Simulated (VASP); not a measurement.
Wanted: the native input for a VASP 6.6.1 run.

```
Task                   : single point
Functional             : PBE
Potentials or basis    : VASP PAW PBE potentials, release 64 (Zr_sv)
Cutoff                 : 520 eV
k mesh                 : 15 × 15 × 8
Occupations            : gaussian, width 0.1 eV
Spin                   : no spin polarisation
Dipole correction      : no
Further INCAR settings : ALGO = Fast; EDIFF = 1e-06; NBANDS = 19
```

The structure of Zr lies in POSCAR:

```
Zr
1.0
    3.1079218107      0.0000000000      0.0000000000
   -1.5539609053      2.6915392410      0.0000000000
    0.0000000000      0.0000000000      5.0266116700
Zr
2
Direct
    0.3333333333      0.6666666667      0.2500000000
    0.6666666667      0.3333333333      0.7500000000
```

This cell differs from its parent crystal: strained.

These files were run (other wordings do the same):

INCAR

```
ALGO = Fast
EDIFF = 1E-6
ENCUT = 520
GGA = PE
ISIF = 2
ISMEAR = 0
LASPH = T
LCHARG = F
LREAL = F
LWAVE = F
NBANDS = 19
NELM = 60
PREC = Accurate
SIGMA = 0.1
```

KPOINTS

```
k-points
0
Gamma
  15 15 8
```

Potentials or basis: VASP PAW PBE potentials, release 64 (Zr_sv).

Run with:

```console
$ cat potpaw_PBE.64/Zr_sv/POTCAR > POTCAR
$ mpirun -np 1 vasp_std > vasp.out
```

Results of the run:

The pressure is 11.7 GPa. The band gap on the k mesh is zero (bands 12 and 13 overlap by 1.38 eV).

Caveat: the cell differs from its parent crystal (strained); the cell stands under pressure.

Wall time 58 s on 1 thread of Intel(R) Xeon(R) 6975P-C (Granite Rapids), with other jobs on the host, peak memory 0.21 GiB.
